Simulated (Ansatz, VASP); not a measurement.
**Two plane-wave programs on In5Sb**

```
In Sb
1.0
     0.00000    4.43679    4.43679
     4.43679    0.00000    4.43679
     4.43679    4.43679    0.00000
In Sb
5 1
Direct
  0.50000 0.50000 0.50000
  0.12477 0.62569 0.12477
  0.12477 0.12477 0.12477
  0.62569 0.12477 0.12477
  0.12477 0.12477 0.62569
  0.75000 0.75000 0.75000
```

Alike in both runs: functional PBE; k mesh 8 × 8 × 8; occupations gaussian, width 0.1 eV; no spin polarisation.

Ansatz relaxed the structure, and its values are those at the end. VASP's run is a single point on that final structure, the one shown.

|  | VASP | Ansatz |
| --- | --- | --- |
| version | VASP 6.6.1 | Ansatz 0.2.0 |
| potentials or method | VASP PAW PBE potentials, release 64 (In_d, Sb), cutoff 520 eV | scalar-relativistic, plane waves, PAW |
| valence electrons in the cell | 70 | 80 |

|  | VASP | Ansatz | Ansatz less VASP |
| --- | --- | --- | --- |
| gap on the k mesh at the Fermi level (eV) | none | none | - |
| pressure (GPa) | 0.0 | 0.0 | +0.04 |

A gap of «none» marks a metal or a gap that the smearing closes. The functional is the same, so the differences come from potentials, cutoffs and numerics. VASP's potentials hold 70 valence electrons a cell and Ansatz's 80, so a difference there can come from the potentials and not from the codes.

Neither program's run includes spin-orbit coupling.
